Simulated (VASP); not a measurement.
Ta6HN6F: single point with PBE+D3(BJ)

Ta6HN6F, a slab with vacuum:

```xyz
14
Lattice="5.2085 0.0000 0.0000 -2.6042 4.5107 0.0000 0.0000 0.0000 16.3721" Properties=species:S:1:pos:R:3 pbc="T T T"
Ta    0.0000    0.0000    1.0000
Ta   -0.0046    3.0051    2.1950
Ta    2.6015    1.5058    2.2135
Ta   -0.0046   -0.0030    3.8828
Ta   -0.0456    2.9811    5.1373
Ta    2.4983    1.4498    5.3582
N     2.0438    0.0000    1.0000
N     1.5824    2.7407    1.0000
N    -1.0219    1.7700    1.0000
N     2.0270   -0.0338    3.7549
N     1.5764    2.7481    3.7883
N    -1.0468    1.7648    3.8109
F    -2.6295    1.5199    7.2472
H    -1.5664    3.9622    5.8964
```

* Program: VASP 6.6.1
* Task: single point
* Functional: PBE
* Dispersion: D3(BJ)
* Potentials or basis: VASP PAW PBE potentials, release 64 (Ta_pv, N, F, H)
* Cutoff: 520 eV
* k mesh: 2 × 2 × 1
* Occupations: gaussian, width 0.05 eV
* Spin: no spin polarisation
* Dipole correction: no
* Further INCAR settings: ALGO = Normal; EDIFF = 1e-06; NBANDS = 65

| Item | Value |
| --- | --- |
| Largest force | 2.342 eV/Å |
| Band gap on the k mesh | 0.20 eV |
| Dispersion energy per atom | -0.239 eV |

Forces in eV/Å, atoms in the order of the input:
```
Ta   0.004  0.033  0.601
Ta  -0.007 -0.022  0.099
Ta  -0.005  0.000  0.060
Ta  -0.006  0.004  0.010
Ta  -0.030  0.026  0.105
Ta  -0.008 -0.005 -0.171
N   -2.272  0.063 -0.314
N    1.256  1.957 -0.276
N    1.031 -2.061 -0.268
N    0.015  0.002 -0.018
N    0.014 -0.014 -0.010
N   -0.002  0.007 -0.025
F    0.002  0.012  0.208
H    0.007 -0.002 -0.003
```

Levels at points of the mesh, in eV from the valence-band top:
```
           k point  band 48  band 49  band 50  band 51  band 52  band 53  band 54  band 55  band 56  band 57
(0.00, 0.00, 0.00)    -1.78    -1.13    -0.65    -0.29    -0.25     0.32     0.43     0.84     1.79     1.83
(0.50, 0.00, 0.00)    -1.54    -1.43    -1.26    -0.88    -0.32     0.25     0.58     0.93     1.55     1.82
(0.00, 0.50, 0.00)    -1.52    -1.34    -1.14    -0.87    -0.60     0.24     0.33     0.99     1.57     1.86
(0.50, 0.50, 0.00)    -1.66    -1.40    -1.25    -0.64     0.00     0.20     0.68     0.96     1.53     1.77
```

It took 6.2 min on 1 thread of Oxide Virtual Turin-like Processor (shared host), peak memory 0.5 GiB.

Caveat: the k points lie up to 0.70 Å⁻¹ apart; there is no dipole correction, which matters where the two faces differ; spin-orbit coupling is left out, which moves the levels of the heavy elements.
